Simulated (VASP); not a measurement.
# Cu (Pm-3m) in VASP: notebook

Cu is run at these levels: LDA; tasks: single point.

Everything below comes from runs of VASP 6.6.1. Logs are shortened: lines on timing, memory, paths and dates and some standing lists are left out, and cuts for length are marked.

**1. The cell of the first run**

It takes space group Pm-3m (No. 221, cubic). Conventional cell: a = 2.327 Å, b = 2.327 Å, c = 2.327 Å, α = 90.00°, β = 90.00°, γ = 90.00°. Cu (site symmetry m-3m) has 6 Cu at 2.33 Å within 3.1 Å.

**2. Single point, LDA**

File INCAR:

```
SYSTEM = Cu
PREC     = Accurate       ! precision mode
ENCUT    = 520            ! plane-wave cutoff, eV
EDIFF    = 1E-6           ! SCF threshold, eV
ISMEAR   = -1             ! smearing method
SIGMA    = 0.1            ! smearing width, eV
LREAL    = .False.        ! projectors in reciprocal space
LASPH    = .True.         ! aspherical terms in the spheres
NELM     = 60             ! most SCF steps
ALGO     = Normal         ! electronic algorithm
ISIF     = 2              ! what is computed and relaxed
LWAVE    = .False.        ! write WAVECAR
LCHARG   = .True.         ! write CHGCAR
LELF     = .True.         ! ELF
LVHAR    = .True.       
NBANDS   = 12             ! bands
```

File KPOINTS:

```
Automatic mesh
0
Gamma
  13 13 13
  0 0 0
```

File POSCAR:

```
Cu
1.0
    2.3268300599      0.0000000000      0.0000000000
    0.0000000000      2.3268300599      0.0000000000
    0.0000000000      0.0000000000      2.3268300599
Cu
1
Direct
    0.0000000000      0.0000000000      0.0000000000
```

Potentials or basis: VASP PAW LDA potentials, release 64 (Cu).

Started as:

```bash
$ cat potpaw_LDA.64/Cu/POTCAR > POTCAR
$ mpirun -np 1 vasp_std > vasp.out
```

OUTCAR:

```text
SYSTEM = Cu
   PREC = Accurate
   ENCUT = 520
   EDIFF = 1E-6
   ISMEAR = -1
   LREAL = .False.
   LASPH = .True.
   NELM = 60
   ISIF = 2

 ion  position               nearest neighbor table
   1  0.000  0.000  0.000-

  LATTYP: Found a simple cubic cell.
 ALAT       =     2.3268300599

  Lattice vectors:

 A1 = (   2.3268300599,   0.0000000000,   0.0000000000)
 A2 = (   0.0000000000,   2.3268300599,   0.0000000000)
 A3 = (   0.0000000000,   0.0000000000,   2.3268300599)

Analysis of symmetry for initial positions (statically):
=====================================================================
 Subroutine PRICEL returns:
 Original cell was already a primitive cell.

 Routine SETGRP: Setting up the symmetry group for a
 simple cubic supercell.

 Subroutine GETGRP returns: Found 48 space group operations
 (whereof 48 operations were pure point group operations)
 out of a pool of 48 trial point group operations.

The static configuration has the point symmetry O_h .

Analysis of symmetry for dynamics (positions and initial velocities):
=====================================================================
 Subroutine PRICEL returns:
 Original cell was already a primitive cell.

 Routine SETGRP: Setting up the symmetry group for a
 simple cubic supercell.

 Subroutine GETGRP returns: Found 48 space group operations
 (whereof 48 operations were pure point group operations)
 out of a pool of 48 trial point group operations.

The dynamic configuration has the point symmetry O_h .

 Subroutine INISYM returns: Found 48 space group operations
 (whereof 48 operations are pure point group operations),
 and found     1 'primitive' translations

----------------------------------------------------------------------------------------

                                     Primitive cell

  volume of cell :      12.5978

  direct lattice vectors                    reciprocal lattice vectors
     2.326830060  0.000000000  0.000000000     0.429769246  0.000000000  0.000000000
     0.000000000  2.326830060  0.000000000     0.000000000  0.429769246  0.000000000
     0.000000000  0.000000000  2.326830060     0.000000000  0.000000000  0.429769246

  length of vectors
     2.326830060  2.326830060  2.326830060     0.429769246  0.429769246  0.429769246

  position of ions in fractional coordinates (direct lattice)
     0.000000000  0.000000000  0.000000000

  ion indices of the primitive-cell ions
   primitive index   ion index
                 1           1

----------------------------------------------------------------------------------------

 KPOINTS: Automatic mesh

Automatic generation of k-mesh.
 Grid dimensions read from file:
 generate k-points for:   13   13   13

 Generating k-lattice:

  Cartesian coordinates                     Fractional coordinates (reciprocal lattice)
     0.033059173  0.000000000  0.000000000     0.076923077  0.000000000  0.000000000
     0.000000000  0.033059173  0.000000000     0.000000000  0.076923077  0.000000000
     0.000000000  0.000000000  0.033059173     0.000000000  0.000000000  0.076923077

  Length of vectors
     0.033059173  0.033059173  0.033059173

  Shift w.r.t. Gamma in fractional coordinates (k-lattice)
     0.000000000  0.000000000  0.000000000

 Subroutine IBZKPT returns following result:
 ===========================================

 Found     84 irreducible k-points:

 Following reciprocal coordinates:
            Coordinates               Weight
  0.000000  0.000000  0.000000      1.000000
  0.076923  0.000000  0.000000      6.000000
  0.153846  0.000000  0.000000      6.000000
  0.230769  0.000000  0.000000      6.000000
  0.307692  0.000000  0.000000      6.000000
  0.384615  0.000000  0.000000      6.000000
[... 16 lines left out ...]
  0.307692  0.307692  0.000000     12.000000
  0.384615  0.307692  0.000000     24.000000
 [... further k-points ...]
   k-points           NKPTS =     84   k-points in BZ     NKDIM =     84   number of bands    NBANDS=     12
   number of dos      NEDOS =    301   number of ions     NIONS =      1
   total plane-waves  NPLWV =   5832
   dimension x,y,z NGX =    18 NGY =   18 NGZ =   18
   dimension x,y,z NGXF=    36 NGYF=   36 NGZF=   36
   ions per type =               1
   NGX,Y,Z   is equivalent  to a cutoff of  12.86, 12.86, 12.86 a.u.
   NGXF,Y,Z  is equivalent  to a cutoff of  25.72, 25.72, 25.72 a.u.
 SYSTEM =  Cu
   PREC   = accura    normal or accurate (medium, high low for compatibility)
   ISTART =      0    job   : 0-new  1-cont  2-samecut
   ICHARG =      2    charge: 1-file 2-atom 10-const
   ISPIN  =      1    spin polarized calculation?
   LNONCOLLINEAR =      F non collinear calculations
   LSORBIT =      F    spin-orbit coupling
   LASPH  =      T    aspherical Exc in radial PAW
   ENCUT  =  520.0 eV  38.22 Ry    6.18 a.u.   4.33  4.33  4.33*2*pi/ulx,y,z
   NELM   =     60;   NELMIN=  2; NELMDL= -5     # of ELM steps
   EDIFF  = 0.1E-05   stopping-criterion for ELM
   LREAL  =      F    real-space projection
   EDIFFG = 0.1E-04   stopping-criterion for IOM
   NSW    =      0    number of steps for IOM
   IBRION =     -1    ionic relax: 0-MD 1-quasi-New 2-CG
   NFREE  =      0    steps in history (QN), initial steepest desc. (CG)
   ISIF   =      2    stress and relaxation
   ISYM   =      2    0-nonsym 1-usesym 2-fastsym
   POTIM  = 0.5000    time-step for ionic-motion
   TEBEG  =    0.0;   TEEND  =   0.0 temperature during run
   PSTRESS=    0.0 pullay stress
   NELECT =      11.0000    total number of electrons
   NUPDOWN=      -1.0000    fix difference up-down
   EMIN   =  10.00;   EMAX   =-10.00  energy-range for DOS
   EFERMI =   0.00;   METHOD = LEGACY
   ISMEAR =    -1;   SIGMA  =   0.10  broadening in eV -4-tet -1-fermi 0-gaus
   EFERMI_NEDOS =   21; number of points for ismear=-14 and -15
   IALGO  =     38    algorithm
   IMIX   =      4    mixing-type and parameters
     AMIX     =   0.40;   BMIX     =  1.00
     AMIX_MAG =   1.60;   BMIX_MAG =  1.00
  volume/ion in A,a.u.               =      12.60        85.01
  Fermi-wavevector in a.u.,A,eV,Ry     =   1.564736  2.956922 33.312485  2.448399
  Thomas-Fermi vector in A             =   2.667316
   LORBIT       =      0    0 simple, 1 ext, 2 COOP (PROOUT), +10 PAW based schemes
   GGA     = CA    functional components
   LHFCALC =     F    Hartree Fock is set to
   AEXX    =    0.0000 exact exchange contribution
   IVDW    =     0    specifies the selected vdW correction
   LEPSILON=     F    determine dielectric tensor
   LRPA    =     F    only Hartree local field effects (RPA)
 non-spin polarized calculation
  energy-cutoff  :      520.00
  volume of cell :       12.60
 maximum number of plane-waves:       350
 NGX is ok and might be reduce to    18
   NGX =  9   NGY =  9   NGZ =  9

 number of electron      10.9999981 magnetization

 Free energy of the ion-electron system (eV)
  ---------------------------------------------------
  ext. energy  EPLUGINS =         0.00000000
  ---------------------------------------------------
  free energy    TOTEN  =        -4.17947074 eV

  energy without entropy =       -4.16841823  energy(sigma->0) =       -4.17394449

 E-fermi :   6.3634     XC(G=0): -12.6366

 val. band max:        6.3613189938   @ k =   0.4615   0.1538   0.0769
 cond. band min:       6.4382234562   @ k =   0.3077   0.3077   0.2308
 fundamental gap:      0.0769044624
 Fermi energy:         6.3633748671

 k-point     1 :       0.0000    0.0000    0.0000
  band No.  band energies     occupation
      1      -2.2584      2.00000
      2       2.1290      2.00000
      3       2.1290      2.00000
      4       5.0466      2.00000
      5       5.0466      2.00000
      6       5.0466      2.00000
      7      24.9782      0.00000
      8      24.9782      0.00000
      9      24.9782      0.00000
     10      28.6498      0.00000
     11      28.6498      0.00000
     12      33.0423      0.00000

 k-point     2 :       0.0769    0.0000    0.0000
  band No.  band energies     occupation
      1      -2.0858      2.00000
      2       2.1497      2.00000
      3       2.1985      2.00000
      4       4.9909      2.00000
      5       4.9909      2.00000
      6       5.0510      2.00000
      7      22.7864      0.00000
      8      25.2052      0.00000
      9      25.2052      0.00000
     10      28.7144      0.00000
     11      30.1603      0.00000
     12      34.0405      0.00000

 k-point     3 :       0.1538    0.0000    0.0000
  band No.  band energies     occupation
      1      -1.5800      2.00000
      2       2.2073      2.00000
      3       2.4011      2.00000
      4       4.8396      2.00000
      5       4.8396      2.00000
      6       5.0635      2.00000
      7      19.4930      0.00000
      8      25.8701      0.00000
      9      25.8701      0.00000
     10      28.9101      0.00000
     11      31.1771      0.00000
     12      37.2520      0.00000
[... 286 lines left out ...]
 k-point    23 :       0.3077    0.3077    0.0000
  band No.  band energies     occupation
      1       1.7790      2.00000
      2       2.6511      2.00000
      3       3.9357      2.00000
      4       4.4920      2.00000
      5       4.5559      2.00000
      6       5.0494      2.00000
      7      14.2976      0.00000
      8      17.6484      0.00000
      9      26.3984      0.00000
     10      31.5620      0.00000
     11      32.5483      0.00000
     12      39.3462      0.00000

 k-point    24 :       0.3846    0.3077    0.0000
  band No.  band energies     occupation
      1       2.0499      2.00000
      2       2.5991      2.00000
      3       4.2207      2.00000
      4       4.3633      2.00000
      5       4.5565      2.00000
      6       6.2405      1.54731
      7      12.4252      0.00000
      8      18.1748      0.00000
      9      23.8497      0.00000
     10      33.2022      0.00000
     11      33.3895      0.00000
     12      38.3243      0.00000

 [... further k-points ...]
[... 5 lines left out ...]
  --------------------------------------------------------------------------------------
  -------------------------------------------------------------------------------------
  Total        0.0638853      0.0638853      0.0638853     -0.0000000      0.0000000     -0.0000000
  in kB        8.1248915      8.1248915      8.1248915     -0.0000000      0.0000000     -0.0000000
  external PRESSURE =       8.1248915 kB  Pullay stress =       0.0000000 kB

 VOLUME and BASIS-vectors are now :
 -----------------------------------------------------------------------------
  energy-cutoff  :      520.00
  volume of cell :       12.60
      direct lattice vectors                 reciprocal lattice vectors
     2.326830060  0.000000000  0.000000000     0.429769246  0.000000000  0.000000000
     0.000000000  2.326830060  0.000000000     0.000000000  0.429769246  0.000000000
     0.000000000  0.000000000  2.326830060     0.000000000  0.000000000  0.429769246

 POSITION                                       TOTAL-FORCE (eV/Angst)
 -----------------------------------------------------------------------------------
      0.00000      0.00000      0.00000         0.000000      0.000000      0.000000
 -----------------------------------------------------------------------------------
    total drift:                                0.000000      0.000000     -0.000000

  FREE ENERGIE OF THE ION-ELECTRON SYSTEM (eV)
  ---------------------------------------------------
  free  energy   TOTEN  =        -4.1794707434 eV

  energy  without entropy=       -4.1684182298  energy(sigma->0) =       -4.17394449
```

Run time: 9.3 s. Hardware: 1 thread of AMD EPYC 7R13, shared host; peak memory 0.09 GiB.

Results:

```yaml
Free_energy: -4.1795 eV
Pressure: 0.8 GPa
```

Levels at points of the mesh, in eV from the Fermi level:
```
           k point  band 3  band 4  band 5  band 6  band 7  band 8  band 9  band 10
(0.00, 0.00, 0.00)   -4.23   -1.32   -1.32   -1.32   18.61   18.61   18.61    22.29
```

**3. Single point, LDA (volume scaled by 0.88)**

File INCAR:

```
SYSTEM = Cu
  PREC = Accurate
  ENCUT = 520
  EDIFF = 1E-6
  ISMEAR = -1
  SIGMA = 0.1
  LREAL = .False.
  LASPH = .True.
  NELM = 100
  ALGO = Normal
  ISIF = 2
  LWAVE = .False.
  LCHARG = .False.
  GGA = CA
  NBANDS = 12
```

File KPOINTS:

```
Automatic mesh
0
Gamma
  15 15 15
  0 0 0
```

File POSCAR:

```
Cu
1.0
    2.2297639506      0.0000000000      0.0000000000
    0.0000000000      2.2297639506      0.0000000000
    0.0000000000      0.0000000000      2.2297639506
Cu
1
Direct
    0.0000000000      0.0000000000      0.0000000000
```

Potentials or basis: VASP PAW LDA potentials, release 64 (Cu).

Started as:

```bash
$ cat potpaw_LDA.64/Cu/POTCAR > POTCAR
$ mpirun -np 1 vasp_std > vasp.out
```

OUTCAR:

```text
SYSTEM = Cu
   PREC = Accurate
   ENCUT = 520
   EDIFF = 1E-6
   ISMEAR = -1
   LREAL = .False.
   LASPH = .True.
   NELM = 100
   ISIF = 2
   GGA = CA

 ion  position               nearest neighbor table
   1  0.000  0.000  0.000-

  LATTYP: Found a simple cubic cell.
 ALAT       =     2.2297639506

  Lattice vectors:

 A1 = (   2.2297639506,   0.0000000000,   0.0000000000)
 A2 = (   0.0000000000,   2.2297639506,   0.0000000000)
 A3 = (   0.0000000000,   0.0000000000,   2.2297639506)

[... 529 lines left out ...]
      4       5.8273      2.00000
      5       6.1400      2.00000
      6       6.3176      2.00000
      7      15.6374      0.00000
      8      23.7904      0.00000
      9      33.0015      0.00000
     10      33.9512      0.00000
     11      35.0754      0.00000
     12      43.3229      0.00000

 [... further k-points ...]
[... 5 lines left out ...]
  --------------------------------------------------------------------------------------
  -------------------------------------------------------------------------------------
  Total        1.7526888      1.7526888      1.7526888      0.0000000      0.0000000     -0.0000000
  in kB      253.3020669    253.3020669    253.3020669      0.0000000      0.0000000     -0.0000000
  external PRESSURE =     253.3020669 kB  Pullay stress =       0.0000000 kB

 VOLUME and BASIS-vectors are now :
 -----------------------------------------------------------------------------
  energy-cutoff  :      520.00
  volume of cell :       11.09
      direct lattice vectors                 reciprocal lattice vectors
     2.229763951  0.000000000  0.000000000     0.448477965  0.000000000  0.000000000
     0.000000000  2.229763951  0.000000000     0.000000000  0.448477965  0.000000000
     0.000000000  0.000000000  2.229763951     0.000000000  0.000000000  0.448477965

 POSITION                                       TOTAL-FORCE (eV/Angst)
 -----------------------------------------------------------------------------------
      0.00000      0.00000      0.00000         0.000000      0.000000      0.000000
 -----------------------------------------------------------------------------------
    total drift:                               -0.000000      0.000000     -0.000000

  FREE ENERGIE OF THE ION-ELECTRON SYSTEM (eV)
  ---------------------------------------------------
  free  energy   TOTEN  =        -4.0731618942 eV

  energy  without entropy=       -4.0666641234  energy(sigma->0) =       -4.06991301
```

OSZICAR:

```text
N       E                     dE             d eps       ncg     rms          rms(c)
DAV:   1     0.425124360805E+02    0.42512E+02   -0.53155E+03  3188   0.158E+03
DAV:   2    -0.342122812482E+01   -0.45934E+02   -0.42364E+02  2976   0.207E+02
DAV:   3    -0.491116662426E+01   -0.14899E+01   -0.14753E+01  3356   0.417E+01
DAV:   4    -0.492092195662E+01   -0.97553E-02   -0.97537E-02  3220   0.302E+00
DAV:   5    -0.492102006225E+01   -0.98106E-04   -0.98104E-04  3364   0.313E-01    0.764E+00
DAV:   6    -0.440965426871E+01    0.51137E+00   -0.11492E+01  3352   0.702E+01    0.336E+00
DAV:   7    -0.408988215639E+01    0.31977E+00   -0.17751E+00  3360   0.276E+01    0.514E-01
DAV:   8    -0.407660634470E+01    0.13276E-01   -0.90163E-03  3520   0.200E+00    0.420E-01
DAV:   9    -0.407316632768E+01    0.34400E-02   -0.14751E-02  3512   0.215E+00    0.368E-02
DAV:  10    -0.407316185257E+01    0.44751E-05   -0.12030E-04  4176   0.200E-01    0.478E-03
DAV:  11    -0.407316189418E+01   -0.41612E-07   -0.17034E-06  2800   0.263E-02
   1 F= -.40731619E+01 E0= -.40699130E+01  d E =-.649777E-02
```

stdout:

```text
POSCAR found type information on POSCAR Cu
 POSCAR found :  1 types and       1 ions
 scaLAPACK will be used
 LDA part: xc-table for (Slater(with rela. corr.)+CA(PZ))
 , standard interpolation
 POSCAR, INCAR and KPOINTS ok, starting setup
 FFT: planning ... GRIDC
 FFT: planning ... GRID_SOFT
 FFT: planning ... GRID
 WAVECAR not read
 entering main loop
```

Run time: 13 s. Hardware: 1 thread of AMD EPYC 7R13, shared host; peak memory 0.09 GiB.

What came out:

```
Free energy : -4.0732 eV
Pressure    : 25.3 GPa
```

Levels at points of the mesh, in eV from the Fermi level:
```
           k point  band 3  band 4  band 5  band 6  band 7  band 8  band 9  band 10
(0.00, 0.00, 0.00)   -4.89   -1.37   -1.37   -1.37   20.10   20.10   20.10    24.03
```

**4. Single point, LDA (volume scaled by 0.92)**

File INCAR:

```
ALGO     = Normal         # electronic algorithm
EDIFF    = 1E-6           # SCF threshold, eV
ENCUT    = 520            # plane-wave cutoff, eV
GGA      = CA             # functional
ISIF     = 2              # what is computed and relaxed
ISMEAR   = -1             # smearing method
LASPH    = True           # aspherical terms in the spheres
LCHARG   = False          # write CHGCAR
LREAL    = False          # projectors in reciprocal space
LWAVE    = False          # write WAVECAR
NBANDS   = 12             # bands
NELM     = 60             # most SCF steps
PREC     = Accurate       # precision mode
SIGMA    = 0.1            # smearing width, eV
```

File KPOINTS:

```
k-points
0
Gamma
  15 15 15
```

File POSCAR:

```
Cu
1.0
    2.2630489168      0.0000000000      0.0000000000
    0.0000000000      2.2630489168      0.0000000000
    0.0000000000      0.0000000000      2.2630489168
Cu
1
Direct
    0.0000000000      0.0000000000      0.0000000000
```

Started as:

```bash
$ cat potpaw_LDA.64/Cu/POTCAR > POTCAR
$ mpirun -np 1 vasp_std > vasp.out
```

Run time: 13 s. Hardware: 1 thread of AMD EPYC 7R13, shared host; peak memory 0.09 GiB.

Results (log left out):

| Quantity | Value |
| --- | --- |
| Free energy | -4.1362 eV |
| Pressure | 15.1 GPa |

Levels at points of the mesh, in eV from the Fermi level:
```csv
k point,band 4,band 5,band 6,band 7,band 8,band 9
"(0.00, 0.00, 0.00)",-1.34,-1.34,-1.34,19.58,19.58,19.58
```

(Part 1 of 2 ends here.)
